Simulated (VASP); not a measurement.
# Ce: single point with PBE

Ce, a slab with vacuum:

```
Ce
1.0
     3.46482    0.00000    0.00000
    -1.73241    3.00062    0.00000
     0.00000    0.00000   18.65803
Ce
3
Direct
  0.00000 0.00000 0.35025
  0.33333 0.66667 0.49947
  0.66667 0.33333 0.65194
```

```json
{
  "Program": "VASP 6.6.1",
  "Task": "single point",
  "Functional": "PBE",
  "Potentials or basis": "VASP PAW PBE potentials, release 64 (Ce)",
  "Cutoff": "400 eV",
  "k mesh": "6 × 6 × 1",
  "Occupations": "fermi-dirac, width 0.1 eV",
  "Spin": "no spin polarisation"
}
```

The largest force is 0.342 eV/Å. The band gap on the k mesh is zero (bands 18 and 19 overlap by 0.27 eV).

Forces on the atoms (eV/Å):
```
Ce   0.000  0.000  0.257
Ce   0.000  0.000  0.085
Ce   0.000  0.000 -0.342
```

Levels at points of the mesh, in eV from the Fermi level:
```csv
k point,band 15,band 16,band 17,band 18,band 19,band 20
"(0.00, 0.00, 0.00)",-1.84,-0.31,-0.01,0.03,0.14,0.26
"(0.50, 0.00, 0.00)",-1.40,-1.37,-0.45,0.05,0.09,0.29
```

It took 4.8 min on 1 thread of Intel Xeon 8259CL, on a shared host, peak memory 0.26 GiB.

Caveat: spin-orbit coupling is left out, which moves the levels of the heavy elements; semilocal functionals describe open f shells poorly, which spoils levels, moments and volumes. Spin polarisation is off, so any magnetic state and its effect on volume and gap are missing.
